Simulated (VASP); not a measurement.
Write the native input for VASP 6.6.1 that does the following.

| Item | Value |
| --- | --- |
| Task | single point |
| Functional | LDA |
| Potentials or basis | VASP PAW LDA potentials, release 64 (O) |
| Cutoff | 520 eV |
| k mesh | 18 × 18 × 18 |
| Occupations | fermi-dirac, width 0.08 eV |
| Spin | no spin polarisation |
| Dipole correction | no |
| Further INCAR settings | ALGO = Normal; EDIFF = 1e-06; NBANDS = 9 |

The structure of O lies in POSCAR:

```
O
1.0
    0.0000000000      1.5331299426      1.5331299426
    1.5331299426      0.0000000000      1.5331299426
    1.5331299426      1.5331299426      0.0000000000
O
1
Direct
    0.0000000000      0.0000000000      0.0000000000
```

These files were run (other wordings do the same):

INCAR

```
SYSTEM = O
ALGO     = Normal         ! electronic algorithm
EDIFF    = 1E-6           ! SCF threshold, eV
ENCUT    = 520            ! plane-wave cutoff, eV
GGA      = CA             ! functional
ISIF     = 2              ! what is computed and relaxed
ISMEAR   = -1             ! smearing method
LASPH    = .TRUE.         ! aspherical terms in the spheres
LCHARG   = .TRUE.         ! write CHGCAR
LELF     = .TRUE.         ! ELF
LREAL    = .FALSE.        ! projectors in reciprocal space
LVHAR    = .TRUE.       
LWAVE    = .FALSE.        ! write WAVECAR
NBANDS   = 9              ! bands
NELM     = 100            ! most SCF steps
PREC     = Accurate       ! precision mode
SIGMA    = 0.08           ! smearing width, eV
```

KPOINTS

```
k-points
0
G
  18 18 18
  0 0 0
```

Potentials or basis: VASP PAW LDA potentials, release 64 (O).

Launch:

```console
$ cat potpaw_LDA.64/O/POTCAR > POTCAR
$ mpirun -np 1 vasp_std > vasp.out
```

Results of the run:

```
Pressure               : 0.0 GPa
Band gap on the k mesh : zero (band 3 reaches 5.17 eV, above the bottom of band 4 at 1.19 eV)
```

Wall time 4.1 s on 1 thread of AMD EPYC 9R45 96-Core Processor (Zen 5) (shared host), peak memory 0.08 GiB.
